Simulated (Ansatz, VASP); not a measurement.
## Ta2W in VASP and in Ansatz

```xyz
3
Lattice="2.8182 0.0000 0.0000 -0.9394 2.6570 0.0000 0.0000 0.0000 20.6021" Properties=species:S:1:pos:R:3 pbc="T T T"
Ta    0.0000    0.0000    8.0722
Ta    0.0000    0.0000   12.5299
W     0.9394    1.3285   10.3010
```

Alike in both runs: task single point; functional LDA; k mesh 15 × 15 × 1; occupations fermi-dirac, width 0.1 eV; no spin polarisation.

|  | VASP | Ansatz |
| --- | --- | --- |
| version | VASP 6.6.1 | Ansatz 0.2.0 |
| potentials or method | VASP PAW LDA potentials, release 64 (Ta_pv, W_sv) | PAW with Ansatz's default frozen-core files, scalar-relativistic |
| plane-wave cutoff (eV) | 520 | 420 |
| valence electrons in the cell | 36 | 40 |

```tsv
	VASP	Ansatz	Ansatz less VASP
rms of the force components (eV/Å)	0.256	0.283	+0.0269
```

LDA's correlation is that of Perdew and Zunger in VASP and of Perdew and Wang (1992) in Ansatz. VASP's potentials hold 36 valence electrons a cell and Ansatz's 40, so a difference there can come from the potentials and not from the codes.

Spin-orbit coupling is off throughout.
